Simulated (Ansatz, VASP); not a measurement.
## ZrB2: VASP beside Ansatz

```
Zr B
1.0
     3.17000    0.00000    0.00000
    -1.58500    2.74530    0.00000
     0.00000    0.00000    3.53300
Zr B
1 2
Direct
  0.00000 0.00000 0.00000
  0.66667 0.33333 0.50000
  0.33333 0.66667 0.50000
```

Alike in both runs: functional PBE; k mesh 10 × 10 × 8; occupations fermi-dirac, width 0.05 eV; non-collinear spin, spin-orbit coupling.

|  | VASP | Ansatz |
| --- | --- | --- |
| version | VASP 6.6.1 | Ansatz 0.2.0 |
| potentials or method | VASP PAW PBE potentials, release 64 (Zr_sv, B) | Ansatz PAW |
| plane-wave cutoff (eV) | 520 | 420 |
| valence electrons in the cell | 18 | 18 |
| task | single point | band structure |

```tsv
	VASP	Ansatz	Ansatz less VASP
pressure (GPa)	0.9	0.8	-0.15
traceless stress, the component that is largest in VASP (GPa)	0.78	0.73	-0.056
```

The functional is the same, so the differences come from potentials, cutoffs and numerics.
